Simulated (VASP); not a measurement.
NaEuO2, 4 atoms in the cell. The structure is trigonal, space group R-3m (No. 166). The conventional cell has a = 3.495 Å, b = 3.495 Å, c = 16.854 Å, α = 90.00°, β = 90.00°, γ = 120.00°. Na (site symmetry -3m) has 6 O at 2.59 Å and 6 Eu at 3.46 Å and 6 Na at 3.50 Å within 3.5 Å. Within 3.1 Å of Eu (site symmetry -3m) lie 6 O at 2.34 Å. Within 3.2 Å of O (site symmetry 3m) lie 3 Eu at 2.34 Å and 3 Na at 2.59 Å and 3 O at 3.11 Å. 

| Quantity | Value |
| --- | --- |
| Program | VASP 6.6.1 |
| Task | single point |
| Functional | PBEsol |
| Potentials or basis | VASP PAW PBE potentials, release 64 (Na_pv, Eu, O) |
| Cutoff | 600 eV |
| k mesh | 10 × 10 × 10 |
| Occupations | gaussian, width 0.05 eV |
| Spin | collinear spin, ferromagnetic start |
| Starting moments | [0.0, 6.58, 0.0, 0.0] μB |
| Dipole correction | no |
| Further INCAR settings | ALGO = Normal; EDIFF = 1e-06; NBANDS = 30 |

Potentials or basis: VASP PAW PBE potentials, release 64 (Na_pv, Eu, O).

Command:

```console
$ cat potpaw_PBE.64/Na_pv/POTCAR potpaw_PBE.64/Eu/POTCAR potpaw_PBE.64/O/POTCAR > POTCAR
$ mpirun -np 1 vasp_std > vasp.out
```

Hardware: 1 thread of AMD EPYC 7R13 (shared host).

Question: How long does it take, and how much memory?

Answer: It took 72 min on 1 thread of AMD EPYC 7R13, with other jobs on the host, peak memory 0.71 GiB. Counts: scf iterations 30, k points 116.
